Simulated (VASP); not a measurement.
Set up this calculation in VASP 6.6.1, as the native input.

| Quantity | Value |
| --- | --- |
| Task | single point |
| Functional | PBEsol |
| Potentials or basis | VASP PAW PBE potentials, release 64 (Ti_sv) |
| Cutoff | 520 eV |
| k mesh | 18 × 18 × 10 |
| Occupations | gaussian, width 0.15 eV |
| Spin | no spin polarisation |
| Dipole correction | no |
| Further INCAR settings | ALGO = Fast; EDIFF = 1e-06; NBANDS = 19 |

The structure of Ti lies in POSCAR:

```
Ti
1.0
    2.8172479567      0.0000000000      0.0000000000
   -1.4086239783      2.4398082992      0.0000000000
    0.0000000000      0.0000000000      4.6860000000
Ti
2
Direct
    0.3333333333      0.6666666667      0.2500000000
    0.6666666667      0.3333333333      0.7500000000
```

This cell differs from its parent crystal: strain -0.0450 x Voigt [1, 1, 0, 0, 0, 0].

These files were run (other wordings do the same):

INCAR

```
SYSTEM = Ti
PREC = Accurate ; ENCUT = 520
EDIFF = 1E-6 ; ISMEAR = 0
SIGMA = 0.15 ; LREAL = .FALSE.
LASPH = .TRUE. ; NELM = 80
ALGO = Fast ; ISIF = 2
LWAVE = .FALSE. ; LCHARG = .FALSE.
GGA = PS ; NBANDS = 19
```

KPOINTS

```
Automatic mesh
0
G
  18 18 10
  0 0 0
```

Potentials or basis: VASP PAW PBE potentials, release 64 (Ti_sv).

Launch:

```console
$ cat potpaw_PBE.64/Ti_sv/POTCAR > POTCAR
$ mpirun -np 1 vasp_std > vasp.out
```

It gave:

```json
{"Pressure": "4.4 GPa", "Band gap on the k mesh": "zero (bands 12 and 13 overlap by 0.96 eV)"}
```

Caveat: the cell differs from its parent crystal (strain -0.0450 x Voigt [1, 1, 0, 0, 0, 0]); the stress differs along the axes, from 1 to 6 GPa; the PAW data sets were made with another functional, which shifts forces and pressure a little.

Wall time 7.1 min on 1 thread of Intel Xeon 8259CL, on a shared host, peak memory 0.24 GiB.
